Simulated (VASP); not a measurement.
# BPt16 (a cell with a defect) in VASP: notebook

The runs below take BPt16 (a cell with a defect) through single point, with PBE.

Program: VASP 6.6.1. These are calculated values, not measurements. Logs are shortened: lines on timing, memory, paths and dates and some standing lists are left out, and cuts for length are marked.

## 1. The cell of the first run

The cell holds a defect, 17 atoms: a = 7.055 Å, b = 7.055 Å, c = 7.055 Å, α = 109.47°, β = 109.47°, γ = 109.47°.

## 2. Single point, PBE

File INCAR:

```
SYSTEM = BPt16
  ALGO = Normal
  EDIFF = 1E-6
  ENCUT = 520
  GGA = PE
  ISIF = 2
  ISMEAR = -1
  LASPH = .True.
  LCHARG = .False.
  LREAL = Auto
  LWAVE = .False.
  NBANDS = 96
  NELM = 100
  PREC = Accurate
  SIGMA = 1.0
```

File KPOINTS:

```
k-points
0
Gamma
  3 3 3
  0 0 0
```

File POSCAR:

```
BPt16
1.0
   -4.0729267900      4.0729267900      4.0729267900
    4.0729267900     -4.0729267900      4.0729267900
    4.0729267900      4.0729267900     -4.0729267900
Pt B
16 1
Direct
    0.0000223427     -0.0000827415     -0.0002811246
    0.0001451045      0.2498726475      0.7497230266
   -0.0000282352      0.4999738775      0.4997391569
    0.0001464549      0.7499335631      0.2497395736
    0.2500678388     -0.0000703425      0.7496190473
    0.2374708778      0.2374160032      0.4994846716
    0.2376494963      0.5000536727      0.2373263871
    0.2500281867      0.7498693587     -0.0004280705
    0.5001429206      0.0000508234      0.4996965585
    0.5000097240      0.2374862230      0.2371046792
    0.4999861537      0.4998559034     -0.0003561321
    0.5000343991      0.7623149544      0.7620560496
    0.7500062381     -0.0001045931      0.2496220906
    0.7500274759      0.2498517780     -0.0003960297
    0.7625662478      0.4999279646      0.7623182689
    0.7625171431      0.7623862790      0.4995734284
    0.5001824499      0.4998942051      0.4997028194
```

Potentials or basis: VASP PAW PBE potentials, release 64 (Pt, B).

Started as:

```
$ cat potpaw_PBE.64/Pt/POTCAR potpaw_PBE.64/B/POTCAR > POTCAR
$ mpirun -np 1 vasp_std > vasp.out
```

OUTCAR:

```text
SYSTEM = BPt16
   EDIFF = 1E-6
   ENCUT = 520
   GGA = PE
   ISIF = 2
   ISMEAR = -1
   LASPH = .True.
   LREAL = Auto
   NELM = 100
   PREC = Accurate

 ion  position               nearest neighbor table
   1  0.000  1.000  1.000-  13 2.88  14 2.88   2 2.88   4 2.88   8 2.88   6 2.88   5 2.88  12 2.88
                            10 2.88  15 2.88   7 2.88  16 2.88
   2  0.000  0.250  0.750-  16 2.81   6 2.81   7 2.81  15 2.81  11 2.88   5 2.88   1 2.88   8 2.88
                            14 2.88   9 2.88   3 2.88  13 2.88
   3  1.000  0.500  0.500-   8 2.88   5 2.88   4 2.88  13 2.88   2 2.88  14 2.88  16 2.88  10 2.88
                            15 2.88   6 2.88  12 2.88   7 2.88
   4  0.000  0.750  0.250-   7 2.81  15 2.81  16 2.81   6 2.81   5 2.88   3 2.88   9 2.88   1 2.88
                             8 2.88  14 2.88  13 2.88  11 2.88
   5  0.250  1.000  0.750-  10 2.81  16 2.81  12 2.81   6 2.81   2 2.88   4 2.88  11 2.88   3 2.88
                            14 2.88   9 2.88   8 2.88   1 2.88
   6  0.237  0.237  0.499-  17 2.14  13 2.81   4 2.81   2 2.81   5 2.81   1 2.88   9 2.88   3 2.88
                            11 2.88   7 3.02  12 3.02  10 3.02  15 3.02
   7  0.238  0.500  0.237-  17 2.14   4 2.81   8 2.81   2 2.81  14 2.81   9 2.88  11 2.88   3 2.88
                             1 2.88  12 3.02   6 3.02  16 3.02  10 3.02
   8  0.250  0.750  1.000-  15 2.81  12 2.81   7 2.81  10 2.81   3 2.88  11 2.88  13 2.88   2 2.88
                             5 2.88   4 2.88   1 2.88   9 2.88
   9  0.500  0.000  0.500-  14 2.88  13 2.88   4 2.88   5 2.88   2 2.88   8 2.88  15 2.88   7 2.88
                            10 2.88  16 2.88   6 2.88  12 2.88
  10  0.500  0.237  0.237-  17 2.14   5 2.81  14 2.81  13 2.81   8 2.81  11 2.88   3 2.88   1 2.88
                             9 2.88  16 3.02   6 3.02   7 3.02  15 3.03
  11  0.500  0.500  1.000-   2 2.88   5 2.88   8 2.88  13 2.88  14 2.88  10 2.88   4 2.88  15 2.88
                            16 2.88   7 2.88  12 2.88   6 2.88
  12  0.500  0.762  0.762-  17 2.14   8 2.81  14 2.81  13 2.81   5 2.81   1 2.88  11 2.88   3 2.88
                             9 2.88   7 3.02   6 3.02  15 3.02  16 3.02
  13  0.750  1.000  0.250-   6 2.81  16 2.81  12 2.81  10 2.81   1 2.88   9 2.88  14 2.88   8 2.88
                            11 2.88   3 2.88   2 2.88   4 2.88
  14  0.750  0.250  1.000-  15 2.81  10 2.81  12 2.81   7 2.81   9 2.88   1 2.88   5 2.88  13 2.88
                             2 2.88  11 2.88   4 2.88   3 2.88
  15  0.763  0.500  0.762-  17 2.14  14 2.81   4 2.81   8 2.81   2 2.81   9 2.88  11 2.88   3 2.88
                             1 2.88  12 3.02   6 3.02  16 3.03  10 3.03
  16  0.763  0.762  0.500-  17 2.14  13 2.81   4 2.81   2 2.81   5 2.81   3 2.88  11 2.88   9 2.88
                             1 2.88   7 3.02  10 3.02  12 3.02  15 3.03
  17  0.500  0.500  0.500-  10 2.14  12 2.14  16 2.14  15 2.14   6 2.14   7 2.14

  LATTYP: Found a body centered cubic cell.
 ALAT       =     8.1458535800

  Lattice vectors:

 A1 = (  -4.0729267900,   4.0729267900,   4.0729267900)
 A2 = (   4.0729267900,  -4.0729267900,   4.0729267900)
 A3 = (   4.0729267900,   4.0729267900,  -4.0729267900)

Analysis of symmetry for initial positions (statically):
=====================================================================
[... 163 lines left out ...]
     AMIX_MAG =   1.60;   BMIX_MAG =  1.00
  volume/ion in A,a.u.               =      15.90       107.28
  Fermi-wavevector in a.u.,A,eV,Ry     =   1.383176  2.613824 26.030336  1.913176
  Thomas-Fermi vector in A             =   2.507798
   LORBIT       =      0    0 simple, 1 ext, 2 COOP (PROOUT), +10 PAW based schemes
   GGA     = PE    functional components
   LHFCALC =     F    Hartree Fock is set to
   AEXX    =    0.0000 exact exchange contribution
   IVDW    =     0    specifies the selected vdW correction
   LEPSILON=     F    determine dielectric tensor
   LRPA    =     F    only Hartree local field effects (RPA)
 non-spin polarized calculation
  energy-cutoff  :      520.00
  volume of cell :      270.26
 maximum number of plane-waves:      7296
 NGX is ok and might be reduce to    54
   NGX = 27   NGY = 27   NGZ = 27

 number of electron     162.9999989 magnetization

 Free energy of the ion-electron system (eV)
  ---------------------------------------------------
  ext. energy  EPLUGINS =         0.00000000
  ---------------------------------------------------
  free energy    TOTEN  =      -129.13344712 eV

  energy without entropy =      -86.37263618  energy(sigma->0) =     -107.75304165

 E-fermi :  10.3654     XC(G=0): -12.9438

 val. band max:       10.3383699837   @ k =   0.0000   0.0000   0.0000
 cond. band min:      10.4731517100   @ k =   0.3333   0.3333  -0.3333
 fundamental gap:      0.1347817263
 Fermi energy:        10.3653796945

 k-point     1 :       0.0000    0.0000    0.0000
  band No.  band energies     occupation
      1      -0.5944      1.99997
      2       1.6215      1.99968
      3       3.4410      1.99803
      4       3.4413      1.99803
      5       3.4415      1.99803
      6       3.5864      1.99773
[... 1333 lines left out ...]
     92      13.1850      0.11255
     93      13.1852      0.11252
 [bands above 93 left out]

------------------------ aborting loop because EDIFF is reached ----------------------------------------

  FORCE on cell =-STRESS in cart. coord.  units (eV):
  Direction    XX          YY          ZZ          XY          YZ          ZX
  --------------------------------------------------------------------------------------
  -------------------------------------------------------------------------------------
  Total        8.8649699      8.8776163      8.8514748     -0.0049366      0.0024776      0.0090439
  in kB       52.5542743     52.6292464     52.4742713     -0.0292654      0.0146879      0.0536149
  external PRESSURE =      52.5525973 kB  Pullay stress =       0.0000000 kB

 VOLUME and BASIS-vectors are now :
 -----------------------------------------------------------------------------
  energy-cutoff  :      520.00
  volume of cell :      270.26
      direct lattice vectors                 reciprocal lattice vectors
    -4.072926790  4.072926790  4.072926790     0.000000000  0.122761843  0.122761843
     4.072926790 -4.072926790  4.072926790     0.122761843  0.000000000  0.122761843
     4.072926790  4.072926790 -4.072926790     0.122761843  0.122761843  0.000000000

 POSITION                                       TOTAL-FORCE (eV/Angst)
 -----------------------------------------------------------------------------------
      8.14428     -0.00072      0.00090        -0.004991     -0.002411      0.002893
      4.07069      2.03645     -2.03526         0.004031     -0.003065     -0.000274
     -0.00105      4.07186      4.07377        -0.004900     -0.000389     -0.000029
      4.07100     -2.03666      2.03785         0.000481     -0.002228     -0.001008
      6.10728     -0.00099      2.03800        -0.000087      0.002110     -0.000375
      2.03414      2.03459     -0.10019         0.003507      0.003775     -0.026193
[... 9 lines left out ...]
      2.03419      2.03526      4.17609         0.002885      0.002226      0.021994
      2.03408      2.03643      2.03799         0.001079     -0.000610      0.000319
 -----------------------------------------------------------------------------------
    total drift:                               -0.007469     -0.001447      0.001716

  FREE ENERGIE OF THE ION-ELECTRON SYSTEM (eV)
  ---------------------------------------------------
  free  energy   TOTEN  =      -129.1334471193 eV

  energy  without entropy=      -86.3726361811  energy(sigma->0) =     -107.75304165
```

OSZICAR:

```text
N       E                     dE             d eps       ncg     rms          rms(c)
DAV:   1     0.106451456298E+04    0.10645E+04   -0.82080E+04  2696   0.163E+03
DAV:   2    -0.756368934158E+02   -0.11402E+04   -0.10828E+04  2928   0.353E+02
DAV:   3    -0.135547808560E+03   -0.59911E+02   -0.55826E+02  3272   0.675E+01
DAV:   4    -0.137168937283E+03   -0.16211E+01   -0.16077E+01  3056   0.111E+01
DAV:   5    -0.137211480457E+03   -0.42543E-01   -0.42406E-01  3192   0.156E+00    0.497E+01
DAV:   6    -0.129675518133E+03    0.75360E+01   -0.28581E+01  3040   0.178E+01    0.265E+01
DAV:   7    -0.129603812869E+03    0.71705E-01   -0.48394E+00  2864   0.107E+01    0.134E+01
DAV:   8    -0.129377264733E+03    0.22655E+00   -0.33139E+00  2968   0.116E+01    0.713E+00
DAV:   9    -0.129137774706E+03    0.23949E+00   -0.58134E-01  2992   0.516E+00    0.743E-01
DAV:  10    -0.129136996660E+03    0.77805E-03   -0.83921E-02  2936   0.125E+00    0.506E-01
DAV:  11    -0.129133559170E+03    0.34375E-02   -0.12937E-02  2920   0.682E-01    0.168E-01
DAV:  12    -0.129133447946E+03    0.11122E-03   -0.14933E-03  2984   0.186E-01    0.905E-02
DAV:  13    -0.129133441382E+03    0.65640E-05   -0.17881E-04  2888   0.718E-02    0.246E-02
DAV:  14    -0.129133444393E+03   -0.30105E-05   -0.52219E-05  2952   0.277E-02    0.153E-02
DAV:  15    -0.129133445732E+03   -0.13397E-05   -0.22533E-05  2520   0.139E-02    0.497E-03
DAV:  16    -0.129133446466E+03   -0.73335E-06   -0.10226E-05  1488   0.462E-03    0.133E-03
DAV:  17    -0.129133447119E+03   -0.65371E-06   -0.64132E-06  1416   0.176E-03
   1 F= -.12913345E+03 E0= -.10775304E+03  d E =-.427608E+02
```

Run time: 16 min. Hardware: 1 thread of Intel Xeon Platinum 8375C at 2.90GHz (Ice Lake), shared host; peak memory 0.52 GiB.

What came out:

```yaml
Free_energy: -129.1334 eV
Pressure: 5.3 GPa
Largest_force: 0.030 eV/Å
```

Forces in eV/Å, atoms in the order of the input:
```
Pt  -0.005 -0.002  0.003
Pt   0.004 -0.003  0.000
Pt  -0.005  0.000  0.000
Pt   0.000 -0.002 -0.001
Pt   0.000  0.002  0.000
Pt   0.004  0.004 -0.026
Pt  -0.002 -0.024 -0.002
Pt   0.003  0.001 -0.001
Pt  -0.003 -0.002  0.001
Pt  -0.027  0.003 -0.003
Pt  -0.002 -0.002  0.004
Pt   0.030  0.000  0.000
Pt   0.001  0.000  0.001
Pt   0.002  0.003 -0.001
Pt  -0.003  0.020  0.003
Pt   0.003  0.002  0.022
B    0.001 -0.001  0.000
```

Levels at points of the mesh, in eV from the Fermi level:
```
           k point  band 84  band 85  band 86  band 87  band 88  band 89
(0.00, 0.00, 0.00)    -0.03     0.39     0.66     0.66     0.66     0.68
```

Caveat: the k points lie up to 0.36 Å⁻¹ apart; spin-orbit coupling is left out, which moves the levels of the heavy elements.

## 3. Single point, PBE

File INCAR:

```
PREC = Accurate
ENCUT = 520
EDIFF = 1E-7
ISMEAR = -1
SIGMA = 1.0
LREAL = Auto
LASPH = True
NELM = 100
ALGO = Normal
ISIF = 2
LWAVE = False
LCHARG = False
GGA = PE
NBANDS = 96
```

File KPOINTS:

```
Automatic mesh
0
Gamma
  3 3 3
```

File POSCAR:

```
BPt16
1.0
   -4.0729267900      4.0729267900      4.0729267900
    4.0729267900     -4.0729267900      4.0729267900
    4.0729267900      4.0729267900     -4.0729267900
Pt B
16 1
Direct
   -0.0035044823      0.0105974161      0.0102356370
   -0.0030120846      0.2484427175      0.7481293323
   -0.0034557459      0.4858191915      0.4854779135
   -0.0030206779      0.7483728918      0.2480668208
    0.2592930230      0.0109508475      0.7478505402
    0.2468987418      0.2485281598      0.4978705988
    0.2470091047      0.4981745572      0.2483512600
    0.2594928793      0.7482128104      0.0108336099
    0.4970187544     -0.0016114947      0.4981900252
    0.4965774256      0.2481877412      0.2479030565
    0.4969840128      0.4983488790     -0.0018831667
    0.4965776711      0.7482131787      0.7479434709
    0.7468855093     -0.0016394844      0.2480654704
    0.7468116067      0.2483136948     -0.0019498264
    0.7342811826      0.4858128078      0.7479863148
    0.7344547678      0.7483440428      0.4855984657
    0.9973003959      0.7484402881      0.7484620169
```

Potentials or basis: VASP PAW PBE potentials, release 64 (Pt, B).

Started as:

```
$ cat potpaw_PBE.64/Pt/POTCAR potpaw_PBE.64/B/POTCAR > POTCAR
$ mpirun -np 1 vasp_std > vasp.out
```

It took 23 min on 1 thread of Intel Xeon Platinum 8259CL at 2.50GHz (Skylake/Cascade Lake), shared host; peak memory 0.53 GiB.

It converged, with:

```
Free energy   : -129.1352 eV
Pressure      : 5.2 GPa
Largest force : 0.015 eV/Å
```

Forces in eV/Å, atoms in the order of the input:
```
Pt   0.014  0.004  0.002
Pt   0.000  0.000 -0.001
Pt  -0.013  0.002  0.001
Pt   0.001  0.000  0.000
Pt   0.000  0.005  0.006
Pt   0.000  0.006 -0.012
Pt   0.000 -0.014  0.004
Pt   0.001  0.010  0.004
Pt  -0.002 -0.008 -0.006
Pt  -0.006  0.004  0.004
Pt  -0.001 -0.007 -0.006
Pt   0.006  0.004  0.005
Pt  -0.001  0.003  0.000
Pt  -0.001  0.000  0.003
Pt   0.002  0.004 -0.008
Pt   0.001  0.000  0.002
B   -0.002 -0.013  0.001
```

Levels at points of the mesh, in eV from the Fermi level:
```csv
k point,band 83,band 84,band 85,band 86,band 87,band 88,band 89,band 90
"(0.00, 0.00, 0.00)",-0.03,-0.03,0.39,0.66,0.66,0.66,0.68,0.68
```

Caveat: the k points lie up to 0.36 Å⁻¹ apart; spin-orbit coupling is left out, which moves the levels of the heavy elements.
